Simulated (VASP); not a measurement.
**Rh: single point with r2SCAN**

The system is Rh.

```xyz
2
Lattice="2.6941 0.0000 0.0000 -1.3470 2.3331 0.0000 0.0000 0.0000 4.3686" Properties=species:S:1:pos:R:3 pbc="T T T"
Rh    0.0000    1.5554    1.0922
Rh    1.3470    0.7777    3.2765
```

| Item | Value |
| --- | --- |
| Program | VASP 6.6.1 |
| Task | single point |
| Functional | r2SCAN |
| Potentials or basis | VASP PAW PBE potentials, release 64 (Rh_pv) |
| Cutoff | 520 eV |
| k mesh | 11 × 11 × 6 |
| Occupations | fermi-dirac, width 0.05 eV |
| Spin | no spin polarisation |
| Dipole correction | no |
| Further INCAR settings | ALGO = Normal; EDIFF = 1e-06; NBANDS = 22 |

```yaml
Pressure: 2.0 GPa
Band_gap_on_the_k_mesh: zero (band 15 reaches 12.49 eV, above the bottom of band 16 at 10.05 eV)
```

Stress tensor (GPa, compression positive):
```
2.41 0.00 0.00
0.00 2.41 0.00
0.00 0.00 1.13
```

Levels at points of the mesh, in eV from the Fermi level:
| k point | band 12 | band 13 | band 14 | band 15 | band 16 | band 17 | band 18 | band 19 |
| --- | --- | --- | --- | --- | --- | --- | --- | --- |
| (0.00, 0.00, 0.00) | -2.61 | -2.61 | -1.97 | -1.97 | 0.15 | 0.15 | 0.86 | 9.06 |
| (0.00, 0.00, 0.50) | -3.26 | -3.26 | -3.26 | -0.45 | -0.45 | -0.45 | -0.45 | 15.55 |

It took 76 s on 1 thread of Intel(R) Xeon(R) Platinum 8375C CPU @ 2.90GHz (Ice Lake) (shared host), peak memory 0.16 GiB.

Caveat: the PAW data sets were made with another functional, which shifts forces and pressure a little.
